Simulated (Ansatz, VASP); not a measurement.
**Two plane-wave programs on In**

Contents of POSCAR:

```
In
1.0
   -1.9072981498      1.9072981498      1.9072981498
    1.9072981498     -1.9072981498      1.9072981498
    1.9072981498      1.9072981498     -1.9072981498
In
1
Direct
    0.0000000000      0.0000000000      0.0000000000
```

File INCAR.step1:

```
SYSTEM = In
PREC = Accurate
ENCUT = 520
EDIFF = 1E-5
ISMEAR = -1
SIGMA = 0.05
LREAL = .False.
LASPH = .True.
NELM = 100
ALGO = Normal
ISIF = 2
LWAVE = .True.
LCHARG = .False.
NBANDS = 12
GGA = PE
```

The input INCAR.step2:

```
SYSTEM = In
PREC = Accurate
ENCUT = 520
EDIFF = 1E-6
ISMEAR = -1
SIGMA = 0.05
LREAL = .False.
LASPH = .True.
NELM = 100
ALGO = Normal
ISIF = 2
LWAVE = .False.
LCHARG = .False.
GGA = PE
LHFCALC = .True.
AEXX = 0.25
PRECFOCK = Normal
NBANDS = 12
ISTART = 1
```

Contents of KPOINTS:

```
regular mesh
0
Gamma
  6 6 6
  0 0 0
```

Contents of input.yaml:

```yaml
crystal:
  lattice:
    - [-1.9072981498, 1.9072981498, 1.9072981498]
    - [1.9072981498, -1.9072981498, 1.9072981498]
    - [1.9072981498, 1.9072981498, -1.9072981498]
  atoms:
    - { symbol: In, position: [0.0, 0.0, 0.0] }
hamiltonian:
  xc: pbe0
  pseudopotentials: { kind: paw }
kpoints:
  mp_grid: { grid: [6, 6, 6] }
scf:
  occupations: { method: fermi_dirac, width: 0.05 }
output:
  forces: true
  stress: true
  eigenvalues: true
```

Alike in both runs: task single point; functional PBE0; k mesh 6 × 6 × 6; occupations fermi-dirac, width 0.05 eV; no spin polarisation.

|  | VASP | Ansatz |
| --- | --- | --- |
| version | VASP 6.6.1 | Ansatz 0.2.0 |
| potentials or method | VASP PAW PBE potentials, release 64 (In_d) | Ansatz PAW |
| plane-wave cutoff (eV) | 520 | 420 |
| valence electrons in the cell | 13 | 13 |

|  | VASP | Ansatz | Ansatz less VASP |
| --- | --- | --- | --- |
| gap on the k mesh at the Fermi level (eV) | none | none | - |
| pressure (GPa) | -2.3 | -2.1 | +0.21 |

A gap of «none» marks a metal or a gap that the smearing closes.

The k mesh is coarse, so the values compare programs but aren't converged.
